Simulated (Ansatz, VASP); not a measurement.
Two plane-wave programs on Cu

INCAR

```
SYSTEM = Cu
PREC     = Accurate       ! precision mode
ENCUT    = 520            ! plane-wave cutoff, eV
EDIFF    = 1E-6           ! SCF threshold, eV
ISMEAR   = 0              ! smearing method
SIGMA    = 0.15           ! smearing width, eV
LREAL    = .False.        ! projectors in reciprocal space
LASPH    = .True.         ! aspherical terms in the spheres
NELM     = 100            ! most SCF steps
ALGO     = Fast           ! electronic algorithm
ISIF     = 2              ! what is computed and relaxed
LWAVE    = .False.        ! write WAVECAR
LCHARG   = .True.         ! write CHGCAR
GGA      = PE             ! functional
LELF     = .True.         ! ELF
LVHAR    = .True.       
NBANDS   = 12             ! bands
```

Contents of KPOINTS:

```
regular mesh
0
Gamma
  22 22 22
  0 0 0
```

The input POSCAR:

```
Cu
1.0
   -1.4487000000      1.4487000000      1.4511000000
    1.4487000000     -1.4487000000      1.4511000000
    1.4487000000      1.4487000000     -1.4511000000
Cu
1
Direct
    0.0000000000      0.0000000000      0.0000000000
```

Input for Ansatz:

```yaml
crystal:
  lattice:
    - [-1.4487, 1.4487, 1.4511]
    - [1.4487, -1.4487, 1.4511]
    - [1.4487, 1.4487, -1.4511]
  atoms:
    - { symbol: Cu, position: [0.0, 0.0, 0.0] }
basis:
  ecutwfc: 520.0
kpoints:
  mp_grid: { grid: [22, 22, 22] }
hamiltonian:
  xc: pbe
  pseudopotentials: { kind: paw, azcp: { folder: soft_1 } }
scf:
  occupations: { method: gaussian, width: 0.15 }
output:
  forces: true
  stress: true
  eigenvalues: true
```

Alike in both runs: task single point; functional PBE; k mesh 22 × 22 × 22; occupations gaussian, width 0.15 eV; no spin polarisation.

|  | VASP | Ansatz |
| --- | --- | --- |
| version | VASP 6.6.1 | Ansatz 0.2.0 |
| potentials or method | VASP PAW PBE potentials, release 64 (Cu), cutoff 520 eV | scalar-relativistic, plane waves, PAW |
| valence electrons in the cell | 11 | 19 |

```tsv
	VASP	Ansatz	Ansatz less VASP
gap on the k mesh at the Fermi level (eV)	none	none	-
pressure (GPa)	-1.2	-2.1	-0.82
```

A gap of «none» marks a metal or a gap that the smearing closes. VASP's potentials hold 11 valence electrons a cell and Ansatz's 19, so a difference there can come from the potentials and not from the codes.
